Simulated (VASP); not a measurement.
Ru, 2 atoms in the cell. It takes space group P6_3/mmc (No. 194, hexagonal). The conventional cell has a = 2.679 Å, b = 2.679 Å, c = 4.282 Å, α = 90.00°, β = 90.00°, γ = 120.00°. Ru (site symmetry -6m2) has 12 Ru at 2.64 to 2.68 Å within 3.5 Å.  This cell differs from its parent crystal: equal xx and yy strain of -1 %.

```yaml
Program: VASP 6.6.1
Task: electric field gradients
Functional: PBEsol
Potentials_or_basis: VASP PAW PBE potentials, release 64 (Ru_pv)
Cutoff: 520 eV
k_mesh: 14 × 14 × 8
Occupations: fermi-dirac, width 0.03 eV
Spin: no spin polarisation
Dipole_correction: no
Further_INCAR_settings: ALGO = Normal; EDIFF = 1e-08; NBANDS = 21
```

Potentials or basis: VASP PAW PBE potentials, release 64 (Ru_pv).

Command:

```console
$ cat potpaw_PBE.64/Ru_pv/POTCAR > POTCAR
$ mpirun -np 1 vasp_std > vasp.out
```

Hardware: 1 thread of AMD EPYC 7R13, on a shared host.

Question: How long does it take, and how much memory?

Answer: Wall time 56 s on 1 thread of AMD EPYC 7R13, with other jobs on the host, peak memory 0.14 GiB. Counts: scf iterations 14, k points 120.
